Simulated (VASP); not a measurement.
A run of VASP 6.6.1:

The input INCAR:

```
SYSTEM = ReCl
PREC = Accurate ; ENCUT = 520
EDIFF = 1E-6 ; ISMEAR = 0
SIGMA = 0.1 ; LREAL = .False.
LASPH = .True. ; NELM = 150
ALGO = Normal ; ISIF = 2
LWAVE = .False. ; LCHARG = .False.
ISPIN = 2 ; MAGMOM = 1.37 0
LORBIT = 11 ; LMAXMIX = 4
GGA = PE ; NBANDS = 18
```

Contents of KPOINTS:

```
regular mesh
0
Gamma
  18 18 18
  0 0 0
```

Contents of POSCAR:

```
ReCl
1.0
    0.0000000000      2.5540798024      2.5540798024
    2.5540798024      0.0000000000      2.5540798024
    2.5540798024      2.5540798024      0.0000000000
Re Cl
1 1
Direct
    0.0000000000      0.0000000000      0.0000000000
    0.5000000000      0.5000000000      0.5000000000
```

Potentials or basis: VASP PAW PBE potentials, release 64 (Re, Cl).

The run is started by

```sh
$ cat potpaw_PBE.64/Re/POTCAR potpaw_PBE.64/Cl/POTCAR > POTCAR
$ mpirun -np 1 vasp_std > vasp.out
```

Hardware: 1 thread of Intel(R) Xeon(R) 6975P-C (Granite Rapids), with other jobs on the host.

Task: Estimate the wall time of this run.

Result: It took 110 s on 1 thread of Intel(R) Xeon(R) 6975P-C (Granite Rapids), with other jobs on the host, peak memory 0.31 GiB. Counts: scf iterations 14, k points 195.
